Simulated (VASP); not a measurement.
# Si2Ni (Fm-3m) in VASP: settings compared

The runs below take Si2Ni through single point, with PBE+U, PBE+D4+U.

Everything below comes from runs of VASP 6.6.1. Logs are shortened: lines on timing, memory, paths and dates and some standing lists are left out, and cuts for length are marked.

## 1. The cell of the first run

The structure is cubic, space group Fm-3m (No. 225). Conventional cell: a = 5.449 Å, b = 5.449 Å, c = 5.449 Å, α = 90.00°, β = 90.00°, γ = 90.00°. Within 3.1 Å of Ni (site symmetry m-3m) lie 8 Si at 2.36 Å. Within 3.1 Å of Si (site symmetry -43m) lie 4 Ni at 2.36 Å and 6 Si at 2.72 Å.

## 2. Single point, PBE+U, collinear spin, ferromagnetic start

Input file INCAR:

```
SYSTEM = Si2Ni
ALGO = Normal
EDIFF = 1E-6
ENCUT = 590
GGA = PE
GGA_COMPAT = .False.
ISIF = 2
ISMEAR = -1
ISPIN = 2
LASPH = .True.
LCHARG = .False.
LDAU = .True.
LDAUJ = 0 0
LDAUL = 2 -1
LDAUPRINT = 1
LDAUTYPE = 2
LDAUU = 2 0
LMAXMIX = 4
LORBIT = 11
LREAL = .False.
LWAVE = .False.
MAGMOM = 1 0 0
NBANDS = 24
NELM = 200
PREC = Accurate
SIGMA = 0.05
```

Input file KPOINTS:

```
k-points
0
Gamma
  9 9 9
  0 0 0
```

Input file POSCAR:

```
Si2Ni
1.0
    0.0000000000      2.7246567286      2.7246567286
    2.7246567286      0.0000000000      2.7246567286
    2.7246567286      2.7246567286      0.0000000000
Ni Si
1 2
Direct
    0.0000000000      0.0000000000      0.0000000000
    0.7500000000      0.7500000000      0.7500000000
    0.2500000000      0.2500000000      0.2500000000
```

Potentials or basis: VASP PAW PBE potentials, release 64 (Ni_sv_GW, Si).

Started as:

```console
$ cat potpaw_PBE.64/Ni_sv_GW/POTCAR potpaw_PBE.64/Si/POTCAR > POTCAR
$ mpirun -np 1 vasp_std > vasp.out
```

OUTCAR:

```text
SYSTEM = Si2Ni
   EDIFF = 1E-6
   ENCUT = 590
   GGA = PE
   ISIF = 2
   ISMEAR = -1
   ISPIN = 2
   LASPH = .True.
   LORBIT = 11
   LREAL = .False.
   NELM = 200
   PREC = Accurate

 ion  position               nearest neighbor table
   1  0.000  0.000  0.000-   2 2.36   2 2.36   2 2.36   3 2.36   3 2.36   3 2.36   2 2.36   3 2.36

   2  0.750  0.750  0.750-   1 2.36   1 2.36   1 2.36   1 2.36   3 2.72   3 2.72   3 2.72   3 2.72
                             3 2.72   3 2.72
   3  0.250  0.250  0.250-   1 2.36   1 2.36   1 2.36   1 2.36   2 2.72   2 2.72   2 2.72   2 2.72
                             2 2.72   2 2.72

  LATTYP: Found a face centered cubic cell.
 ALAT       =     5.4493134572

  Lattice vectors:

 A1 = (   0.0000000000,   2.7246567286,   2.7246567286)
 A2 = (   2.7246567286,   0.0000000000,   2.7246567286)
 A3 = (   2.7246567286,   2.7246567286,   0.0000000000)

Analysis of symmetry for initial positions (statically):
=====================================================================
 Subroutine PRICEL returns:
 Original cell was already a primitive cell.

 Routine SETGRP: Setting up the symmetry group for a
 face centered cubic supercell.

 Subroutine GETGRP returns: Found 48 space group operations
 (whereof 48 operations were pure point group operations)
 out of a pool of 48 trial point group operations.

The static configuration has the point symmetry O_h .

Analysis of symmetry for dynamics (positions and initial velocities):
=====================================================================
 Subroutine PRICEL returns:
 Original cell was already a primitive cell.

 Routine SETGRP: Setting up the symmetry group for a
 face centered cubic supercell.

 Subroutine GETGRP returns: Found 48 space group operations
 (whereof 48 operations were pure point group operations)
 out of a pool of 48 trial point group operations.

The dynamic configuration has the point symmetry O_h .
[... 182 lines left out ...]
  o =  0.7645  v =  0.0000  0.1941 -0.0000  0.9810 -0.0000  0.0000  0.0000  0.0000  0.0000  0.0000      0.0000  0.0000  0.0000  0.0000  0.0000  0.0000  0.0000  0.0000  0.0000  0.0000
  o =  0.7645  v =  0.0000  0.0000  0.0000  0.0000  0.0000  0.0000  0.8394  0.0000 -0.5435 -0.0000      0.0000  0.0000  0.0000  0.0000  0.0000  0.0000  0.0000  0.0000  0.0000  0.0000
  o =  0.7645  v =  0.0000  0.0000  0.0000  0.0000  0.0000  1.0000  0.0000  0.0000  0.0000  0.0000      0.0000  0.0000  0.0000  0.0000  0.0000  0.0000  0.0000  0.0000  0.0000  0.0000
  o =  0.7645  v =  0.0000  0.0000  0.0000  0.0000  0.0000  0.0000  0.5435  0.0000  0.8394 -0.0000      0.0000  0.0000  0.0000  0.0000  0.0000  0.0000  0.0000  0.0000  0.0000  0.0000
  o =  0.8356  v =  0.0000 -0.0000  0.0304 -0.0000 -0.9995  0.0000  0.0000  0.0000  0.0000  0.0000      0.0000  0.0000  0.0000  0.0000  0.0000  0.0000  0.0000  0.0000  0.0000  0.0000
  o =  0.8356  v =  0.0000 -0.0000 -0.9995 -0.0000 -0.0304  0.0000  0.0000  0.0000  0.0000  0.0000      0.0000  0.0000  0.0000  0.0000  0.0000  0.0000  0.0000  0.0000  0.0000  0.0000
  o =  0.8356  v =  0.0000  0.0000  0.0000  0.0000  0.0000  0.0000  0.0000  0.2660 -0.0000  0.9640      0.0000  0.0000  0.0000  0.0000  0.0000  0.0000  0.0000  0.0000  0.0000  0.0000
  o =  0.8356  v =  0.0000  0.0000  0.0000  0.0000  0.0000  0.0000 -0.0000  0.9640 -0.0000 -0.2660      0.0000  0.0000  0.0000  0.0000  0.0000  0.0000  0.0000  0.0000  0.0000  0.0000

 number of electron      26.0000003 magnetization      -0.0000108

 Free energy of the ion-electron system (eV)
  ---------------------------------------------------
  ext. energy  EPLUGINS =         0.00000000
  ---------------------------------------------------
  free energy    TOTEN  =       -16.68603886 eV

  energy without entropy =      -16.67986107  energy(sigma->0) =      -16.68294996

 E-fermi :   9.6497     XC(G=0): -11.6330

 val. band max:        9.5561028485   @ k =   0.3333   0.2222   0.0000
 cond. band min:       9.7363663793   @ k =  -0.4444   0.4444   0.1111
 fundamental gap:      0.1802635309
 Fermi energy:         9.6497435607

 spin component 1

 k-point     1 :       0.0000    0.0000    0.0000
  band No.  band energies     occupation
      1     -94.3607      1.00000
      2     -54.7784      1.00000
      3     -54.7784      1.00000
      4     -54.7784      1.00000
      5      -3.9625      1.00000
      6       4.5473      1.00000
[... 1289 lines left out ...]
     23      23.2855      0.00000
     24      23.2855      0.00000

 [... further k-points ...]

------------------------ aborting loop because EDIFF is reached ----------------------------------------

  FORCE on cell =-STRESS in cart. coord.  units (eV):
  Direction    XX          YY          ZZ          XY          YZ          ZX
  --------------------------------------------------------------------------------------
  -------------------------------------------------------------------------------------
  Total       -0.3071332     -0.3071332     -0.3071332      0.0000000      0.0000000     -0.0000000
  in kB      -12.1638760    -12.1638760    -12.1638760      0.0000000      0.0000000     -0.0000000
  external PRESSURE =     -12.1638760 kB  Pullay stress =       0.0000000 kB

 VOLUME and BASIS-vectors are now :
 -----------------------------------------------------------------------------
  energy-cutoff  :      590.00
  volume of cell :       40.45
      direct lattice vectors                 reciprocal lattice vectors
     0.000000000  2.724656729  2.724656729    -0.183509355  0.183509355  0.183509355
     2.724656729  0.000000000  2.724656729     0.183509355 -0.183509355  0.183509355
     2.724656729  2.724656729  0.000000000     0.183509355  0.183509355 -0.183509355

 POSITION                                       TOTAL-FORCE (eV/Angst)
 -----------------------------------------------------------------------------------
      0.00000      0.00000      0.00000        -0.000000      0.000000     -0.000000
      4.08699      4.08699      4.08699         0.000000      0.000000      0.000000
      1.36233      1.36233      1.36233        -0.000000     -0.000000     -0.000000
 -----------------------------------------------------------------------------------
    total drift:                                0.000000     -0.000000      0.000000

  FREE ENERGIE OF THE ION-ELECTRON SYSTEM (eV)
  ---------------------------------------------------
  free  energy   TOTEN  =       -16.6860388558 eV

  energy  without entropy=      -16.6798610657  energy(sigma->0) =      -16.68294996

 total charge

# of ion       s       p       d       f       tot
--------------------------------------------------
    1        2.258   6.456   7.895   0.003  16.613
    2        0.750   0.826   0.000   0.000   1.576
    3        0.750   0.826   0.000   0.000   1.576
--------------------------------------------------
tot          3.757   8.108   7.895   0.003  19.764

 magnetization (x)

# of ion       s       p       d       f       tot
--------------------------------------------------
    1       -0.000  -0.000  -0.000   0.000  -0.000
    2       -0.000  -0.000   0.000   0.000  -0.000
    3       -0.000  -0.000   0.000   0.000  -0.000
--------------------------------------------------
tot         -0.000  -0.000  -0.000   0.000  -0.000
```

It took 96 s on 1 thread of Intel Xeon Platinum 8375C at 2.90GHz (Ice Lake), shared host; peak memory 0.25 GiB.

What came out:

- Free energy: -16.6860 eV
- Pressure: -1.2 GPa
- Band gap on the k mesh: zero (filled and empty bands overlap)
- Net moment: 0.00 μB per cell
- Valence electrons inside the program's atomic spheres: Ni 16.61; Si 1.58

Levels at points of the mesh, in eV from the Fermi level:
Spin up:
```tsv
k point	band 9	band 10	band 11	band 12	band 13	band 14	band 15	band 16	band 17	band 18
(0.00, 0.00, 0.00)	-3.56	-3.56	-0.49	1.68	1.68	1.68	2.37	2.37	2.37	4.67
```
Spin down:
```
           k point  band 11  band 12  band 13  band 14  band 15  band 16
(0.00, 0.00, 0.00)    -0.49     1.68     1.68     1.68     2.37     2.37
```

Eigenvalues of the final occupation matrices:
```csv
site,spin,trace,eigenvalues
site 1 d,1,3.96,0.76 0.76 0.76 0.84 0.84
site 1 d,2,3.96,0.76 0.76 0.76 0.84 0.84
```

Caveat: the U is typed as a test and isn't derived for this compound.

## 3. Single point, PBE+D4+U, collinear spin, ferromagnetic start

This run uses another cell than the first one, of 13.17 Å³/atom, 0.976 times its volume.

Input file INCAR:

```
SYSTEM = Si2Ni
PREC = Accurate
ENCUT = 590
EDIFF = 1E-6
ISMEAR = 0
SIGMA = 0.1
LREAL = .False.
LASPH = .True.
NELM = 200
ALGO = Normal
ISIF = 2
LWAVE = .False.
LCHARG = .False.
ISPIN = 2
MAGMOM = 1 0 0
LORBIT = 11
LMAXMIX = 4
LDAU = .True.
LDAUTYPE = 2
LDAUL = 2 -1
LDAUU = 3 0
LDAUJ = 0 0
LDAUPRINT = 1
GGA = PE
IVDW = 13
NBANDS = 24
GGA_COMPAT = .False.
```

Input file KPOINTS:

```
regular mesh
0
Gamma
  9 9 9
  0 0 0
```

Input file POSCAR:

```
Si2Ni
1.0
    0.0000000000      2.7030000000      2.7030000000
    2.7030000000      0.0000000000      2.7030000000
    2.7030000000      2.7030000000      0.0000000000
Ni Si
1 2
Direct
    0.0000000000      0.0000000000      0.0000000000
    0.7500000000      0.7500000000      0.7500000000
    0.2500000000      0.2500000000      0.2500000000
```

Potentials or basis: VASP PAW PBE potentials, release 64 (Ni_sv_GW, Si).

Started as:

```console
$ cat potpaw_PBE.64/Ni_sv_GW/POTCAR potpaw_PBE.64/Si/POTCAR > POTCAR
$ mpirun -np 1 vasp_std > vasp.out
```

It took 49 s on 1 thread of Intel Xeon 6975P-C (Granite Rapids), shared host; peak memory 0.24 GiB.

It converged, with:

| Property | Result |
| --- | --- |
| Free energy | -17.2333 eV |
| Pressure | -3.5 GPa |
| Band gap on the k mesh | zero (filled and empty bands overlap) |
| Net moment | 0.00 μB per cell |
| Valence electrons inside the program's atomic spheres | Ni 16.66; Si 1.59 |
| Dispersion energy per atom | -0.456 eV |

Levels at points of the mesh, in eV from the Fermi level:
Spin up:
```tsv
k point	band 11	band 12	band 13	band 14	band 15	band 16
(0.00, 0.00, 0.00)	-0.32	1.68	1.68	1.68	2.34	2.34
```
Spin down:
| k point | band 10 | band 11 | band 12 | band 13 | band 14 | band 15 | band 16 | band 17 |
| --- | --- | --- | --- | --- | --- | --- | --- | --- |
| (0.00, 0.00, 0.00) | -3.80 | -0.32 | 1.68 | 1.68 | 1.68 | 2.34 | 2.34 | 2.34 |

Eigenvalues of the final occupation matrices:
| site | spin | trace | eigenvalues |
| --- | --- | --- | --- |
| site 1 d | 1 | 3.98 | 0.77 0.77 0.77 0.84 0.84 |
| site 1 d | 2 | 3.98 | 0.77 0.77 0.77 0.84 0.84 |

Caveat: pairwise dispersion overbinds metals, which lowers pressure and volume; the U is typed as a test and isn't derived for this compound. The state reached can hang on the start; a lower one may exist.

(Part 1 of 2 ends here.)
